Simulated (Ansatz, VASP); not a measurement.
# Ir in VASP and in Ansatz

Contents of INCAR:

```
  PREC = Accurate
  ENCUT = 520
  EDIFF = 1E-6
  ISMEAR = 0
  SIGMA = 0.15
  LREAL = False
  LASPH = True
  NELM = 100
  ALGO = Fast
  ISIF = 2
  LWAVE = False
  LCHARG = False
  GGA = CA
  NBANDS = 10
```

Contents of KPOINTS:

```
Automatic mesh
0
Gamma
  8 8 8
```

The input POSCAR:

```
Ir
1.0
    0.0000000000      1.9197000000      1.8621090000
    1.9197000000      0.0000000000      1.8621090000
    1.9197000000      1.9197000000      0.0000000000
Ir
1
Direct
    0.0000000000      0.0000000000      0.0000000000
```

Input for Ansatz:

```yaml
crystal:
  lattice:
    - [0.0, 1.9197, 1.862109]
    - [1.9197, 0.0, 1.862109]
    - [1.9197, 1.9197, 0.0]
  atoms:
    - { symbol: Ir, position: [0.0, 0.0, 0.0] }
basis:
  ecutwfc: 420
kpoints:
  mp_grid: { grid: [8, 8, 8] }
hamiltonian:
  xc: lda
scf:
  occupations: { method: gaussian, width: 0.15 }
output:
  forces: true
  stress: true
  eigenvalues: true
```

Change from the starting cell: strain -0.0300 x Voigt [0, 0, 1, 0, 0, 0], atoms carried along.

Alike in both runs: task single point; functional LDA; k mesh 8 × 8 × 8; occupations gaussian, width 0.15 eV; no spin polarisation.

```csv
,VASP,Ansatz
version,VASP 6.6.1,Ansatz 0.2.0
potentials or method,"VASP PAW LDA potentials, release 64 (Ir), cutoff 520 eV","scalar-relativistic, plane waves, PAW"
valence electrons in the cell,9,17
```

|  | VASP | Ansatz | Ansatz less VASP |
| --- | --- | --- | --- |
| gap on the k mesh at the Fermi level (eV) | none | none | - |
| pressure (GPa) | 7.9 | 5.3 | -2.57 |
| traceless stress, the component that is largest in VASP (GPa) | 7.96 | 8.01 | +0.056 |

LDA's correlation is that of Perdew and Zunger in VASP and of Perdew and Wang (1992) in Ansatz. A gap of «none» marks a metal or a gap that the smearing closes. VASP's potentials hold 9 valence electrons a cell and Ansatz's 17, so a difference there can come from the potentials and not from the codes.

Spin-orbit coupling is off throughout.
